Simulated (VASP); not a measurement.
# InP (Fm-3m) in VASP: a series of runs, part 2 of 2

VASP 6.6.1. The steps go on from the part before.

## Step 4: Electric field gradients, PBEsol

This run uses another cell than the first one, of 23.27 Å³/atom, 0.990 times its volume.

The input, INCAR:

```
PREC = Accurate
ENCUT = 520
EDIFF = 1E-8
ISMEAR = -1
SIGMA = 0.03
LREAL = False
LASPH = True
NELM = 60
ALGO = Normal
ISIF = 2
LWAVE = False
LCHARG = False
GGA = PS
LEFG = True
NBANDS = 16
```

The input, KPOINTS:

```
Automatic mesh
0
Gamma
  11 11 11
```

The input, POSCAR:

```
InP
1.0
    0.0000000000      2.8550000000      2.8550000000
    2.8550000000      0.0000000000      2.8550000000
    2.8550000000      2.8550000000      0.0000000000
In P
1 1
Direct
    0.0000000000      0.0000000000      0.0000000000
    0.5000000000      0.5000000000      0.5000000000
```

Potentials or basis: VASP PAW PBE potentials, release 64 (In_d, P).

Started as:

```console
$ cat potpaw_PBE.64/In_d/POTCAR potpaw_PBE.64/P/POTCAR > POTCAR
$ mpirun -np 1 vasp_std > vasp.out
```

OUTCAR:

```text
PREC = Accurate
   ENCUT = 520
   EDIFF = 1E-8
   ISMEAR = -1
   LREAL = False
   LASPH = True
   NELM = 60
   ISIF = 2
   GGA = PS

 ion  position               nearest neighbor table
   1  0.000  0.000  0.000-   2 2.85   2 2.85   2 2.85   2 2.85   2 2.85   2 2.85
   2  0.500  0.500  0.500-   1 2.85   1 2.85   1 2.85   1 2.85   1 2.85   1 2.85

  LATTYP: Found a face centered cubic cell.
 ALAT       =     5.7100000000

  Lattice vectors:

 A1 = (   0.0000000000,   2.8550000000,   2.8550000000)
 A2 = (   2.8550000000,   0.0000000000,   2.8550000000)
 A3 = (   2.8550000000,   2.8550000000,   0.0000000000)

Analysis of symmetry for initial positions (statically):
=====================================================================
 Subroutine PRICEL returns:
 Original cell was already a primitive cell.

 Routine SETGRP: Setting up the symmetry group for a
 face centered cubic supercell.

 Subroutine GETGRP returns: Found 48 space group operations
 (whereof 48 operations were pure point group operations)
 out of a pool of 48 trial point group operations.

The static configuration has the point symmetry O_h .

Analysis of symmetry for dynamics (positions and initial velocities):
=====================================================================
 Subroutine PRICEL returns:
 Original cell was already a primitive cell.

 Routine SETGRP: Setting up the symmetry group for a
 face centered cubic supercell.

 Subroutine GETGRP returns: Found 48 space group operations
 (whereof 48 operations were pure point group operations)
 out of a pool of 48 trial point group operations.

The dynamic configuration has the point symmetry O_h .

[... 149 lines left out ...]
 cond. band min:       5.8572284556   @ k =  -0.0909   0.0909   0.0000
 fundamental gap:      0.0440280165
 Fermi energy:         5.8224220903

 k-point     1 :       0.0000    0.0000    0.0000
  band No.  band energies     occupation
      1      -8.1823      2.00000
      2      -8.1823      2.00000
      3      -8.1662      2.00000
      4      -8.1662      2.00000
      5      -8.1662      2.00000
      6      -5.5326      2.00000
[... 433 lines left out ...]
      3      -8.1632      2.00000
      4      -8.1392      2.00000
      5      -8.1284      2.00000
      6      -4.5775      2.00000
[... 8 lines left out ...]
     15      15.4374      0.00000
     16      16.5758      0.00000

 [... further k-points ...]
[... 5 lines left out ...]
  --------------------------------------------------------------------------------------
  -------------------------------------------------------------------------------------
  Total       -2.3873050     -2.3873050     -2.3873050     -0.0000000     -0.0000000      0.0000000
  in kB      -82.1807596    -82.1807596    -82.1807596     -0.0000000     -0.0000000      0.0000000
  external PRESSURE =     -82.1807596 kB  Pullay stress =       0.0000000 kB

 VOLUME and BASIS-vectors are now :
 -----------------------------------------------------------------------------
  energy-cutoff  :      520.00
  volume of cell :       46.54
      direct lattice vectors                 reciprocal lattice vectors
     0.000000000  2.855000000  2.855000000    -0.175131349  0.175131349  0.175131349
     2.855000000  0.000000000  2.855000000     0.175131349 -0.175131349  0.175131349
     2.855000000  2.855000000  0.000000000     0.175131349  0.175131349 -0.175131349

 POSITION                                       TOTAL-FORCE (eV/Angst)
 -----------------------------------------------------------------------------------
      0.00000      0.00000      0.00000         0.000000     -0.000000      0.000000
      2.85500      2.85500      2.85500        -0.000000      0.000000     -0.000000
 -----------------------------------------------------------------------------------
    total drift:                               -0.000000      0.000000      0.000000

  FREE ENERGIE OF THE ION-ELECTRON SYSTEM (eV)
  ---------------------------------------------------
  free  energy   TOTEN  =        -8.6300765356 eV

  energy  without entropy=       -8.6273853316  energy(sigma->0) =       -8.62873093

 Electric field gradients (V/A^2)
---------------------------------------------------------------------
 ion       V_xx      V_yy      V_zz      V_xy      V_xz      V_yz
---------------------------------------------------------------------
   1       0.000    -0.000    -0.000    -0.001    -0.001    -0.001
   2      -0.000     0.000    -0.000    -0.000    -0.000    -0.000
---------------------------------------------------------------------

 Electric field gradients after diagonalization (V/A^2)
 (convention: |V_zz| > |V_xx| > |V_yy|)
----------------------------------------------------------------------
 ion       V_xx      V_yy      V_zz     asymmetry (V_yy - V_xx)/ V_zz
----------------------------------------------------------------------
   1       0.001     0.001    -0.002       0.000
   2       0.000     0.000    -0.000       0.000
----------------------------------------------------------------------

           NMR quadrupolar parameters

 Cq : quadrupolar parameter    Cq=e*Q*V_zz/h
 eta: asymmetry parameters     (V_yy - V_xx)/ V_zz
 Q  : nuclear electric quadrupole moment in mb (millibarn)
----------------------------------------------------------------------
 ion       Cq(MHz)       eta       Q (mb)
----------------------------------------------------------------------
   1      -0.000       0.000       1.000
   2      -0.000       0.000       1.000
----------------------------------------------------------------------
```

It took 25 s on 1 thread of AMD EPYC 9R45 (Zen 5), shared host; peak memory 0.16 GiB.

What came out:

| Item | Value |
| --- | --- |
| Free energy | -8.6301 eV |
| Pressure | -8.2 GPa |
| Band gap on the k mesh | zero (band 9 reaches 6.15 eV, above the bottom of band 10 at 3.82 eV) |

Caveat: without QUAD_EFG the Cq values of the log hold for a quadrupole moment of 1 mb, not for the nuclei; the PAW data sets were made with another functional, which shifts forces and pressure a little; spin-orbit coupling is left out, which moves the levels of the heavy elements.

## Step 5: Electric field gradients, PBEsol (volume scaled by 1.03)

The input, INCAR:

```
ALGO     = Normal         # electronic algorithm
EDIFF    = 1E-8           # SCF threshold, eV
ENCUT    = 520            # plane-wave cutoff, eV
GGA      = PS             # functional
ISIF     = 2              # what is computed and relaxed
ISMEAR   = -1             # smearing method
LASPH    = True           # aspherical terms in the spheres
LCHARG   = False          # write CHGCAR
LEFG     = True         
LREAL    = False          # projectors in reciprocal space
LWAVE    = False          # write WAVECAR
NBANDS   = 16             # bands
NELM     = 60             # most SCF steps
PREC     = Accurate       # precision mode
SIGMA    = 0.03           # smearing width, eV
```

The input, KPOINTS:

```
k-points
0
Gamma
  11 11 11
```

The input, POSCAR:

```
InP
1.0
    0.0000000000      2.8832691652      2.8832691652
    2.8832691652      0.0000000000      2.8832691652
    2.8832691652      2.8832691652      0.0000000000
In P
1 1
Direct
    0.0000000000      0.0000000000      0.0000000000
    0.5000000000      0.5000000000      0.5000000000
```

Potentials or basis: VASP PAW PBE potentials, release 64 (In_d, P).

Started as:

```console
$ cat potpaw_PBE.64/In_d/POTCAR potpaw_PBE.64/P/POTCAR > POTCAR
$ mpirun -np 1 vasp_std > vasp.out
```

OUTCAR:

```text
EDIFF = 1E-8
   ENCUT = 520
   GGA = PS
   ISIF = 2
   ISMEAR = -1
   LASPH = True
   LREAL = False
   NELM = 60
   PREC = Accurate

 ion  position               nearest neighbor table
   1  0.000  0.000  0.000-   2 2.88   2 2.88   2 2.88   2 2.88   2 2.88   2 2.88
   2  0.500  0.500  0.500-   1 2.88   1 2.88   1 2.88   1 2.88   1 2.88   1 2.88

  LATTYP: Found a face centered cubic cell.
 ALAT       =     5.7665383304

  Lattice vectors:

 A1 = (   0.0000000000,   2.8832691652,   2.8832691652)
 A2 = (   2.8832691652,   0.0000000000,   2.8832691652)
 A3 = (   2.8832691652,   2.8832691652,   0.0000000000)

Analysis of symmetry for initial positions (statically):
=====================================================================
 Subroutine PRICEL returns:
 Original cell was already a primitive cell.

 Routine SETGRP: Setting up the symmetry group for a
 face centered cubic supercell.

 Subroutine GETGRP returns: Found 48 space group operations
 (whereof 48 operations were pure point group operations)
 out of a pool of 48 trial point group operations.

The static configuration has the point symmetry O_h .

Analysis of symmetry for dynamics (positions and initial velocities):
=====================================================================
 Subroutine PRICEL returns:
 Original cell was already a primitive cell.

 Routine SETGRP: Setting up the symmetry group for a
 face centered cubic supercell.

 Subroutine GETGRP returns: Found 48 space group operations
 (whereof 48 operations were pure point group operations)
 out of a pool of 48 trial point group operations.

The dynamic configuration has the point symmetry O_h .

 Subroutine INISYM returns: Found 48 space group operations
 (whereof 48 operations are pure point group operations),
 and found     1 'primitive' translations

----------------------------------------------------------------------------------------

                                     Primitive cell

  volume of cell :      47.9386

  direct lattice vectors                    reciprocal lattice vectors
     0.000000000  2.883269165  2.883269165    -0.173414264  0.173414264  0.173414264
     2.883269165  0.000000000  2.883269165     0.173414264 -0.173414264  0.173414264
     2.883269165  2.883269165  0.000000000     0.173414264  0.173414264 -0.173414264

  length of vectors
     4.077558357  4.077558357  4.077558357     0.300362316  0.300362316  0.300362316

  position of ions in fractional coordinates (direct lattice)
     0.000000000  0.000000000  0.000000000
     0.500000000  0.500000000  0.500000000

  ion indices of the primitive-cell ions
   primitive index   ion index
                 1           1
                 2           2

----------------------------------------------------------------------------------------

 KPOINTS: k-points

Automatic generation of k-mesh.
 Grid dimensions read from file:
 generate k-points for:   11   11   11

 Generating k-lattice:

[... 63 lines left out ...]
   EDIFFG = 0.1E-06   stopping-criterion for IOM
   NSW    =      0    number of steps for IOM
   IBRION =     -1    ionic relax: 0-MD 1-quasi-New 2-CG
   NFREE  =      0    steps in history (QN), initial steepest desc. (CG)
   ISIF   =      2    stress and relaxation
   ISYM   =      2    0-nonsym 1-usesym 2-fastsym
   POTIM  = 0.5000    time-step for ionic-motion
   TEBEG  =    0.0;   TEEND  =   0.0 temperature during run
   PSTRESS=    0.0 pullay stress
   NELECT =      18.0000    total number of electrons
   NUPDOWN=      -1.0000    fix difference up-down
   EMIN   =  10.00;   EMAX   =-10.00  energy-range for DOS
   EFERMI =   0.00;   METHOD = LEGACY
   ISMEAR =    -1;   SIGMA  =   0.03  broadening in eV -4-tet -1-fermi 0-gaus
   EFERMI_NEDOS =   21; number of points for ismear=-14 and -15
   IALGO  =     38    algorithm
   IMIX   =      4    mixing-type and parameters
     AMIX     =   0.40;   BMIX     =  1.00
     AMIX_MAG =   1.60;   BMIX_MAG =  1.00
  volume/ion in A,a.u.               =      23.97       161.75
  Fermi-wavevector in a.u.,A,eV,Ry     =   1.181056  2.231872 18.978674  1.394893
  Thomas-Fermi vector in A             =   2.317337
   LORBIT       =      0    0 simple, 1 ext, 2 COOP (PROOUT), +10 PAW based schemes
   GGA     = PS    functional components
   LHFCALC =     F    Hartree Fock is set to
   AEXX    =    0.0000 exact exchange contribution
   IVDW    =     0    specifies the selected vdW correction
   LEPSILON=     F    determine dielectric tensor
   LRPA    =     F    only Hartree local field effects (RPA)
 non-spin polarized calculation
  energy-cutoff  :      520.00
  volume of cell :       47.94
 maximum number of plane-waves:      1313
   NGX = 15   NGY = 15   NGZ = 15

 number of electron      18.0000005 magnetization

 Free energy of the ion-electron system (eV)
  ---------------------------------------------------
  ext. energy  EPLUGINS =         0.00000000
  ---------------------------------------------------
  free energy    TOTEN  =        -8.55397062 eV

  energy without entropy =       -8.55120387  energy(sigma->0) =       -8.55258724

 E-fermi :   5.4963     XC(G=0): -10.0063

 val. band max:        5.4786996961   @ k =  -0.4545   0.0909   0.0000
 cond. band min:       5.5394680557   @ k =  -0.0909   0.0909   0.0000
 fundamental gap:      0.0607683596
 Fermi energy:         5.4963169601

 k-point     1 :       0.0000    0.0000    0.0000
  band No.  band energies     occupation
      1      -8.4827      2.00000
      2      -8.4827      2.00000
      3      -8.4682      2.00000
      4      -8.4682      2.00000
      5      -8.4682      2.00000
      6      -5.6659      2.00000
[... 433 lines left out ...]
      3      -8.4652      2.00000
      4      -8.4440      2.00000
      5      -8.4338      2.00000
      6      -4.7518      2.00000
[... 8 lines left out ...]
     15      14.9394      0.00000
     16      16.1453      0.00000

 [... further k-points ...]
[... 5 lines left out ...]
  --------------------------------------------------------------------------------------
  -------------------------------------------------------------------------------------
  Total       -2.7878838     -2.7878838     -2.7878838      0.0000000     -0.0000000     -0.0000000
  in kB      -93.1750621    -93.1750621    -93.1750621      0.0000000     -0.0000000     -0.0000000
  external PRESSURE =     -93.1750621 kB  Pullay stress =       0.0000000 kB

 VOLUME and BASIS-vectors are now :
 -----------------------------------------------------------------------------
  energy-cutoff  :      520.00
  volume of cell :       47.94
      direct lattice vectors                 reciprocal lattice vectors
     0.000000000  2.883269165  2.883269165    -0.173414264  0.173414264  0.173414264
     2.883269165  0.000000000  2.883269165     0.173414264 -0.173414264  0.173414264
     2.883269165  2.883269165  0.000000000     0.173414264  0.173414264 -0.173414264

 POSITION                                       TOTAL-FORCE (eV/Angst)
 -----------------------------------------------------------------------------------
      0.00000      0.00000      0.00000        -0.000000     -0.000000     -0.000000
      2.88327      2.88327      2.88327         0.000000      0.000000      0.000000
 -----------------------------------------------------------------------------------
    total drift:                               -0.000000      0.000000      0.000000

  FREE ENERGIE OF THE ION-ELECTRON SYSTEM (eV)
  ---------------------------------------------------
  free  energy   TOTEN  =        -8.5539706151 eV

  energy  without entropy=       -8.5512038726  energy(sigma->0) =       -8.55258724

 Electric field gradients (V/A^2)
---------------------------------------------------------------------
 ion       V_xx      V_yy      V_zz      V_xy      V_xz      V_yz
---------------------------------------------------------------------
   1      -0.000    -0.000    -0.000    -0.002    -0.002    -0.002
   2       0.000     0.000     0.000     0.000     0.000     0.000
---------------------------------------------------------------------

 Electric field gradients after diagonalization (V/A^2)
 (convention: |V_zz| > |V_xx| > |V_yy|)
----------------------------------------------------------------------
 ion       V_xx      V_yy      V_zz     asymmetry (V_yy - V_xx)/ V_zz
----------------------------------------------------------------------
   1       0.002     0.002    -0.004       0.000
   2      -0.000    -0.000     0.000       0.000
----------------------------------------------------------------------

           NMR quadrupolar parameters

 Cq : quadrupolar parameter    Cq=e*Q*V_zz/h
 eta: asymmetry parameters     (V_yy - V_xx)/ V_zz
 Q  : nuclear electric quadrupole moment in mb (millibarn)
----------------------------------------------------------------------
 ion       Cq(MHz)       eta       Q (mb)
----------------------------------------------------------------------
   1      -0.000       0.000       1.000
   2       0.000       0.000       1.000
----------------------------------------------------------------------
```

It took 24 s on 1 thread of AMD EPYC 9R45 (Zen 5), shared host; peak memory 0.16 GiB.

What came out:

```
Free energy            : -8.5540 eV
Pressure               : -9.3 GPa
Band gap on the k mesh : zero (band 9 reaches 5.82 eV, above the bottom of band 10 at 3.58 eV)
```

Caveat: the cell differs from its parent crystal (volume scaled by 1.03); without QUAD_EFG the Cq values of the log hold for a quadrupole moment of 1 mb, not for the nuclei; the PAW data sets were made with another functional, which shifts forces and pressure a little; spin-orbit coupling is left out, which moves the levels of the heavy elements.

## Step 6: The runs side by side

```tsv
cell	gap on the mesh (eV)	pressure (GPa)
a = 4.051 Å, angles 60.0°, 2 atoms	none	-8.6
a = 4.038 Å, angles 60.0°, 2 atoms	none	-8.2
a = 4.078 Å, angles 60.0°, 2 atoms	none	-9.3
```

Alike in all rows: task electric field gradients; level PBEsol; potentials or basis VASP PAW PBE potentials, release 64 (In_d, P); no spin polarisation; k mesh 11 × 11 × 11; cutoff (eV) 520; smearing fermi-dirac 0.03 eV.

Caveats: the PAW data sets were made with another functional, which shifts forces and pressure a little; spin-orbit coupling is left out, which moves the levels of the heavy elements.

Absolute energies hang on the potentials; compare differences alone.
